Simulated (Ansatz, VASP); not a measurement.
Sb: VASP beside Ansatz

File INCAR:

```
SYSTEM = Sb
  ALGO = Normal
  EDIFF = 1E-7
  ENCUT = 520
  GGA = PE
  ISIF = 2
  ISMEAR = -1
  LASPH = .True.
  LCHARG = .False.
  LREAL = .False.
  LWAVE = .False.
  NBANDS = 8
  NELM = 100
  PREC = Accurate
  SIGMA = 0.05
```

Contents of KPOINTS:

```
k-points
0
Gamma
  19 19 19
  0 0 0
```

File POSCAR:

```
Sb
1.0
   -1.4999665176      1.4999665176      2.4717056237
    1.4999665176     -1.4999665176      2.4717056237
    1.4999665176      1.4999665176     -2.4717056237
Sb
1
Direct
    0.0000000000      0.0000000000      0.0000000000
```

Input for Ansatz:

```yaml
crystal:
  lattice:
    - [-1.4999665176, 1.4999665176, 2.4717056237]
    - [1.4999665176, -1.4999665176, 2.4717056237]
    - [1.4999665176, 1.4999665176, -2.4717056237]
  atoms:
    - { symbol: Sb, position: [0.0, 0.0, 0.0] }
kpoints:
  mp_grid: { grid: [19, 19, 19] }
  band_path:
    path:
      - [0.0, 0.0, 0.0]
      - [0.0, 0.0, 0.5]
      - [0.25, 0.25, 0.25]
      - [0.0, 0.5, 0.0]
      - [0.0, 0.0, 0.0]
      - [0.5, 0.5, -0.5]
      - [0.3420681988, 0.6579318012, -0.3420681988]
      - [-0.3420681988, 0.3420681988, 0.3420681988]
      - [0.0, 0.0, 0.0]
    npoints: 5
scf:
  occupations: { method: fermi_dirac, width: 0.05 }
hamiltonian:
  xc: pbe
  pseudopotentials: { kind: all_electron, lapw: { basis_error: 0.00025 } }
output:
  forces: true
  stress: true
  eigenvalues: true
```

Change from the starting cell: volume scaled by 0.99.

Alike in both runs: task single point; functional PBE; k mesh 19 × 19 × 19; occupations fermi-dirac, width 0.05 eV; no spin polarisation.

|  | VASP | Ansatz |
| --- | --- | --- |
| version | VASP 6.6.1 | Ansatz 0.2.0 |
| potentials or method | VASP PAW PBE potentials, release 64 (Sb), cutoff 520 eV | all-electron LAPW, scalar-relativistic |

```csv
,VASP,Ansatz,Ansatz less VASP
pressure (GPa),20.6,20.7,+0.02
"traceless stress, the component that is largest in VASP (GPa)",-1.71,-1.61,+0.096
```

Ansatz ran all-electron here, and VASP with PAW potentials.

Spin-orbit coupling is off throughout.
